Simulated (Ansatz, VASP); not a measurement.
**Ga in VASP and in Ansatz**

```
Ga
1.0
    -1.69541    1.69541    1.69541
     1.69541   -1.69541    1.69541
     1.69541    1.69541   -1.69541
Ga
1
Direct
  0.00000 0.00000 0.00000
```

Alike in both runs: task single point; functional HSE06; k mesh 8 × 8 × 8; occupations gaussian, width 0.05 eV; no spin polarisation.

```csv
,VASP,Ansatz
version,VASP 6.6.1,Ansatz 0.2.0
potentials or method,"VASP PAW PBE potentials, release 64 (Ga_d), cutoff 520 eV","scalar-relativistic, plane waves, PAW"
valence electrons in the cell,13,13
```

Ansatz gave:

```
pressure (GPa) : -1.6
```

Q: Estimate VASP's values.

A: Pressure (GPa): -1.4.

Ansatz's warnings: filled band counts differ across k points, stress exchange threshold loose, stress scf threshold loose.
